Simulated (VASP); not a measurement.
Runs of VASP 6.6.1 on TePb. The structure is that of space group Fm-3m (No. 225), or close to it. The cells are those of the table. 

```csv
task,level,spin,cell,k mesh,cutoff (eV),grid for exact exchange (PRECFOCK),share of exact exchange,screening parameter,pressure (GPa),relaxed volume (Å³/atom)
single point,r2SCAN,off,"a = 4.569 Å, angles 60.0°, 2 atoms",7 × 7 × 7,520,-,-,-,1.5,-
relaxation of cell and atoms,BLYP+D4,off,"relaxed from a = 4.569 Å, angles 60.0°, 2 atoms",7 × 7 × 7,600,-,-,-,0.0,37.12
single point,PBE-based screened hybrid with 25 % exact exchange,off,"a = 4.629 Å, angles 60.0°, 2 atoms",4 × 4 × 4,520,Normal,0.25,0.3 1/Å,-0.6,-
single point,r2SCAN,off,"a = 4.629 Å, angles 60.0°, 2 atoms",7 × 7 × 7,520,-,-,-,(a),-
relaxation of cell and atoms,r2SCAN+rVV10,off,"relaxed from a = 4.569 Å, angles 60.0°, 2 atoms",7 × 7 × 7,600,-,-,-,0.0,(b)
single point,r2SCAN,off,"a = 4.600 Å, angles 60.0°, 2 atoms",7 × 7 × 7,520,-,-,-,0.6,-
single point,PBE,"non-collinear, zero start, SOC","a = 4.569 Å, angles 60.0°, 2 atoms",7 × 7 × 7,520,-,-,-,2.0,-
```

Task: Fill in the values left out.

Result: (a) -0.3; (b) 34.31.

Caveats: the PAW data sets were made with another functional, which shifts forces and pressure a little (at least some runs).
